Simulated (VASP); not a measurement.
Set up this calculation in VASP 6.6.1, as the native input.

| Item | Value |
| --- | --- |
| Task | single point |
| Functional | PBE |
| Potentials or basis | VASP PAW PBE potentials, release 64 (In_d, Sb) |
| Cutoff | 520 eV |
| k mesh | 14 × 14 × 14 |
| Occupations | gaussian, width 0.15 eV |
| Spin | no spin polarisation |
| Dipole correction | no |
| Further INCAR settings | ALGO = Normal; EDIFF = 1e-06; NBANDS = 16 |

The structure of InSb lies in POSCAR:

```
InSb
1.0
    0.0000000000      3.1779648043      2.6491514608
    3.1779648043      0.0000000000      2.6491514608
    3.1779648043      3.1779648043      0.0000000000
In Sb
1 1
Direct
    0.0000000000      0.0000000000      0.0000000000
    0.5000000000      0.5000000000      0.5000000000
```

The input as run:

INCAR

```
SYSTEM = InSb
  PREC = Accurate
  ENCUT = 520
  EDIFF = 1E-6
  ISMEAR = 0
  SIGMA = 0.15
  LREAL = .FALSE.
  LASPH = .TRUE.
  NELM = 80
  ALGO = Normal
  ISIF = 2
  LWAVE = .FALSE.
  LCHARG = .FALSE.
  GGA = PE
  NBANDS = 16
```

KPOINTS

```
regular mesh
0
G
  14 14 14
  0 0 0
```

Potentials or basis: VASP PAW PBE potentials, release 64 (In_d, Sb).

Launch:

```console
$ cat potpaw_PBE.64/In_d/POTCAR potpaw_PBE.64/Sb/POTCAR > POTCAR
$ mpirun -np 1 vasp_std > vasp.out
```

It gave:

```yaml
Pressure: 9.8 GPa
Band_gap_on_the_k_mesh: zero (bands 9 and 10 overlap by 3.59 eV)
```

Caveat: the cell stands under pressure; spin-orbit coupling is left out, which moves the levels of the heavy elements.

It took 2.4 min on 1 thread of AMD EPYC 7R13 Processor (Zen 3), with other jobs on the host, peak memory 0.32 GiB.
